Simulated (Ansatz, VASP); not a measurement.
# Co in VASP and in Ansatz

The input POSCAR:

```
Co
1.0
    2.2474364083      0.0000000000      0.0000000000
    0.0000000000      2.2474364083      0.0000000000
    0.0000000000      0.0000000000      2.2474364083
Co
1
Direct
    0.0000000000      0.0000000000      0.0000000000
```

File INCAR.step1:

```
SYSTEM = Co
PREC = Accurate
ENCUT = 600
ISMEAR = 0
SIGMA = 0.1
LREAL = .FALSE.
LASPH = .TRUE.
NELM = 150
ISPIN = 2
MAGMOM = 2.28
LMAXMIX = 4
GGA = PE
ALGO = Normal
EDIFF = 1E-4
LWAVE = .TRUE.
LCHARG = .FALSE.
```

INCAR.step2

```
SYSTEM = Co
PREC = Accurate
ENCUT = 600
EDIFF = 1E-6
ISMEAR = 0
SIGMA = 0.1
LREAL = .FALSE.
LASPH = .TRUE.
NELM = 150
ALGO = Normal
ISIF = 3
LWAVE = .FALSE.
LCHARG = .FALSE.
ISPIN = 2
MAGMOM = 2.28
LORBIT = 11
LMAXMIX = 4
METAGGA = R2SCAN
LMIXTAU = .TRUE.
IBRION = 2
NSW = 90
EDIFFG = -0.04
ISTART = 1
```

File KPOINTS:

```
regular mesh
0
G
  8 8 8
  0 0 0
```

Input for Ansatz:

```yaml
crystal:
  lattice:
    - [2.2474364083, 0.0, 0.0]
    - [0.0, 2.2474364083, 0.0]
    - [0.0, 0.0, 2.2474364083]
  atoms:
    - { symbol: Co, position: [0.0, 0.0, 0.0], spin: 2.28 }
basis:
  ecutwfc: 500
kpoints:
  mp_grid: { grid: [8, 8, 8] }
hamiltonian:
  xc: r2scan
scf:
  occupations: { method: gaussian, width: 0.1 }
  lower_state_search: "off"
output:
  forces: true
  stress: true
  eigenvalues: true
  populations: true
magnetization:
  spin_polarized: true
relax:
  adjacent_minimum: "off"
  f_tol: 0.04
  max_steps: 70
  cell: { stress_tol: 0.4 }
```

Alike in both runs: task relaxation of cell and atoms; functional r2SCAN; k mesh 8 × 8 × 8; occupations gaussian, width 0.1 eV; collinear spin.

|  | VASP | Ansatz |
| --- | --- | --- |
| version | VASP 6.6.1 | Ansatz 0.2.0 |
| potentials or method | VASP PAW PBE potentials, release 64 (Co), cutoff 600 eV | scalar-relativistic, plane waves, PAW |
| valence electrons in the cell | 9 | 17 |

```tsv
	VASP	Ansatz	Ansatz less VASP
gap on the k mesh at the Fermi level, each at its own relaxed structure (eV)	none	none	-
net moment per atom (μB)	2.04	2.04	0.000
size of the moment on the site where the two differ most (μB)	2.08	2.10	+0.019
relaxed volume (Å³/atom)	12.55	12.53	-0.019
relaxed cell length with the largest relative difference (Å)	2.324	2.323	-0.0012
```

VASP's potentials were made for PBE, not for r2SCAN. Site moments also hang on the region over which each program counts them. A gap of «none» marks a metal or a gap that the smearing closes. VASP's potentials hold 9 valence electrons a cell and Ansatz's 17, so a difference there can come from the potentials and not from the codes.
